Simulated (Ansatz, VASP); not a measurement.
WSe2 in VASP and in Ansatz

INCAR

```
SYSTEM = WSe2
PREC     = Accurate       ! precision mode
ENCUT    = 520            ! plane-wave cutoff, eV
EDIFF    = 1E-6           ! SCF threshold, eV
ISMEAR   = 0              ! smearing method
SIGMA    = 0.05           ! smearing width, eV
LREAL    = .False.        ! projectors in reciprocal space
LASPH    = .True.         ! aspherical terms in the spheres
NELM     = 100            ! most SCF steps
ALGO     = Normal         ! electronic algorithm
ISIF     = 2              ! what is computed and relaxed
LWAVE    = .False.        ! write WAVECAR
LCHARG   = .False.        ! write CHGCAR
GGA      = PS             ! functional
IVDW     = 12             ! dispersion correction
NBANDS   = 35             ! bands
```

File KPOINTS:

```
regular mesh
0
Gamma
  12 12 4
  0 0 0
```

POSCAR

```
WSe2
1.0
    3.1294371881      0.0000000000      0.0000000000
   -1.5647185940      2.7101721045      0.0000000000
    0.0000000000      0.0000000000     13.2289207828
W Se
2 4
Direct
    0.3333333333      0.6666666667      0.2500000000
    0.6666666667      0.3333333333      0.7500000000
    0.3333333333      0.6666666667      0.6145805872
    0.6666666667      0.3333333333      0.1145805872
    0.3333333333      0.6666666667      0.8854194128
    0.6666666667      0.3333333333      0.3854194128
```

Input for Ansatz:

```yaml
crystal:
  lattice:
    - [3.1294371881, 0.0, 0.0]
    - [-1.564718594, 2.7101721045, 0.0]
    - [0.0, 0.0, 13.2289207828]
  atoms:
    - { symbol: W, position: [0.3333333333, 0.6666666667, 0.25] }
    - { symbol: W, position: [0.6666666667, 0.3333333333, 0.75] }
    - { symbol: Se, position: [0.3333333333, 0.6666666667, 0.6145805872] }
    - { symbol: Se, position: [0.6666666667, 0.3333333333, 0.1145805872] }
    - { symbol: Se, position: [0.3333333333, 0.6666666667, 0.8854194128] }
    - { symbol: Se, position: [0.6666666667, 0.3333333333, 0.3854194128] }
basis:
  ecutwfc: 420
kpoints:
  mp_grid: { grid: [12, 12, 4] }
hamiltonian:
  xc: pbesol
  dispersion: d3bj
scf:
  occupations: { method: gaussian, width: 0.05 }
output:
  forces: true
  stress: true
  eigenvalues: true
```

Alike in both runs: task single point; functional PBEsol; dispersion D3(BJ); k mesh 12 × 12 × 4; occupations gaussian, width 0.05 eV; no spin polarisation.

```csv
,VASP,Ansatz
version,VASP 6.6.1,Ansatz 0.2.0
potentials or method,"VASP PAW PBE potentials, release 64 (W_sv, Se), cutoff 520 eV","scalar-relativistic, plane waves, PAW"
valence electrons in the cell,52,92
```

|  | VASP | Ansatz | Ansatz less VASP |
| --- | --- | --- | --- |
| gap on the k mesh at the Fermi level (eV) | 0.62 | 0.62 | -0.001 |
| least direct gap on the mesh (eV) | 1.21 | 1.21 | 0.000 |
| pressure (GPa) | -1.2 | -1.6 | -0.46 |
| traceless stress, the component that is largest in VASP (GPa) | -11.92 | -12.04 | -0.122 |
| rms of the force components (eV/Å) | 0.467 | 0.494 | +0.0272 |

VASP's potentials were made for PBE, not for PBEsol. Atom by atom the forces differ by 0.027 eV/Å (rms over components). VASP's potentials hold 52 valence electrons a cell and Ansatz's 92, so a difference there can come from the potentials and not from the codes.

Neither program's run includes spin-orbit coupling.
